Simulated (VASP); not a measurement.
A run of VASP 6.6.1:

The input INCAR:

```
SYSTEM = Ni3Ge
PREC = Accurate
ENCUT = 520
EDIFF = 1E-6
ISMEAR = -1
SIGMA = 0.1
LREAL = .False.
LASPH = .True.
NELM = 150
ALGO = Normal
ISIF = 2
LWAVE = .False.
LCHARG = .False.
ISPIN = 2
MAGMOM = 1.33 1.33 1.33 0.33
LORBIT = 11
NUPDOWN = 4.3
LMAXMIX = 4
GGA = CA
NBANDS = 34
```

The input KPOINTS:

```
Automatic mesh
0
Gamma
  6 6 6
  0 0 0
```

Contents of POSCAR:

```
Ni3Ge
1.0
    3.5303340000      0.0000000000      0.0000000000
    0.0000000000      3.5303340000      0.0000000000
    0.0000000000      0.0000000000      3.5303340000
Ni Ge
3 1
Direct
    0.5000000000      0.0000000000      0.5000000000
    0.0000000000      0.5000000000      0.5000000000
    0.5000000000      0.5000000000      0.0000000000
    0.0000000000      0.0000000000      0.0000000000
```

Potentials or basis: VASP PAW LDA potentials, release 64 (Ni, Ge_d).

The run is started by

```sh
$ cat potpaw_LDA.64/Ni/POTCAR potpaw_LDA.64/Ge_d/POTCAR > POTCAR
$ mpirun -np 1 vasp_std > vasp.out
```

Hardware: 1 thread of Intel(R) Xeon(R) 6975P-C (Granite Rapids) (shared host).

How long does it take, and how much memory?

Wall time 32 s on 1 thread of Intel(R) Xeon(R) 6975P-C (Granite Rapids), with other jobs on the host, peak memory 0.17 GiB. Counts: scf iterations 14, k points 20.
